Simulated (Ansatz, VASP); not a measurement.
**Mn in VASP and in Ansatz**

```
Mn
1.0
     2.29737    0.00000    0.00000
     0.00000    2.29737    0.00000
     0.00000    0.00000    2.29737
Mn
1
Direct
  0.00000 0.00000 0.00000
```

Alike in both runs: functional revPBE; k mesh 13 × 13 × 13; occupations fermi-dirac, width 0.1 eV; no spin polarisation.

Ansatz relaxed the structure, and its values are those at the end. VASP's run is a single point on that final structure, the one shown.

|  | VASP | Ansatz |
| --- | --- | --- |
| version | VASP 6.6.1 | Ansatz 0.2.0 |
| potentials or method | VASP PAW PBE potentials, release 64 (Mn_pv), cutoff 520 eV | plane waves (420 eV) with PAW, scalar-relativistic |
| valence electrons in the cell | 13 | 15 |

Ansatz gave:

| Property | Result |
| --- | --- |
| pressure (GPa) | 0.0 |

Q: What did VASP give for the same quantities?

A: Pressure (GPa): 0.2.

VASP's potentials were made for PBE, not for revPBE. The functional is the same, so the differences come from potentials, cutoffs and numerics. VASP's potentials hold 13 valence electrons a cell and Ansatz's 15, so a difference there can come from the potentials and not from the codes.
